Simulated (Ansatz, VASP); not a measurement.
**NaF in VASP and in Ansatz**

The input POSCAR:

```
NaF
1.0
    0.0000000000      2.5235980266      2.5235980266
    2.5235980266      0.0000000000      2.5235980266
    2.5235980266      2.5235980266      0.0000000000
Na F
1 1
Direct
    0.0000000000      0.0000000000      0.0000000000
    0.2500000000      0.2500000000      0.2500000000
```

INCAR.step1

```
ALGO     = Normal         # electronic algorithm
EDIFF    = 1E-5           # SCF threshold, eV
ENCUT    = 660            # plane-wave cutoff, eV
GGA      = PE             # functional
GGA_COMPAT= False        
ISMEAR   = 0              # smearing method
LASPH    = True           # aspherical terms in the spheres
LCHARG   = False          # write CHGCAR
LREAL    = False          # projectors in reciprocal space
LWAVE    = True           # write WAVECAR
NBANDS   = 14             # bands
NELM     = 120            # most SCF steps
PREC     = Accurate       # precision mode
SIGMA    = 0.05           # smearing width, eV
```

INCAR.step2

```
ALGO     = Normal         # electronic algorithm
EDIFF    = 1E-6           # SCF threshold, eV
ENCUT    = 660            # plane-wave cutoff, eV
GGA_COMPAT= False        
ISIF     = 2              # what is computed and relaxed
ISMEAR   = 0              # smearing method
ISTART   = 1            
IVDW     = 12             # dispersion correction
LASPH    = True           # aspherical terms in the spheres
LCHARG   = True           # write CHGCAR
LELF     = True           # ELF
LMIXTAU  = True         
LREAL    = False          # projectors in reciprocal space
LVHAR    = True         
LWAVE    = False          # write WAVECAR
METAGGA  = R2SCAN         # meta-GGA
NBANDS   = 14             # bands
NELM     = 120            # most SCF steps
PREC     = Accurate       # precision mode
SIGMA    = 0.05           # smearing width, eV
VDW_A1   = 0.49484001   
VDW_A2   = 5.73083694   
VDW_S6   = 1.0          
VDW_S8   = 0.78981345
```

KPOINTS

```
k-points
0
Gamma
  6 6 6
```

Input for Ansatz:

```yaml
crystal:
  lattice:
    - [0.0, 2.5235980266, 2.5235980266]
    - [2.5235980266, 0.0, 2.5235980266]
    - [2.5235980266, 2.5235980266, 0.0]
  atoms:
    - { symbol: Na, position: [0.0, 0.0, 0.0] }
    - { symbol: F, position: [0.25, 0.25, 0.25] }
basis:
  ecutwfc: 500
kpoints:
  mp_grid: { grid: [6, 6, 6] }
hamiltonian:
  xc: r2scan
  dispersion: d3bj
scf:
  occupations: { method: gaussian, width: 0.05 }
output:
  forces: true
  stress: true
  eigenvalues: true
```

Alike in both runs: task single point; functional r2SCAN; dispersion D3(BJ); k mesh 6 × 6 × 6; occupations gaussian, width 0.05 eV; no spin polarisation.

|  | VASP | Ansatz |
| --- | --- | --- |
| version | VASP 6.6.1 | Ansatz 0.2.0 |
| potentials or method | VASP PAW PBE potentials, release 64 (Na_pv, F), cutoff 660 eV | scalar-relativistic, plane waves, PAW |
| valence electrons in the cell | 14 | 16 |

```csv
,VASP,Ansatz,Ansatz less VASP
gap on the k mesh at the Fermi level (eV),6.31,6.29,-0.023
least direct gap on the mesh (eV),6.31,6.29,-0.023
pressure (GPa),-0.8,-0.3,+0.52
```

VASP's potentials were made for PBE, not for r2SCAN. VASP's potentials hold 14 valence electrons a cell and Ansatz's 16, so a difference there can come from the potentials and not from the codes. Ansatz's warnings: dispersion damping borrowed.
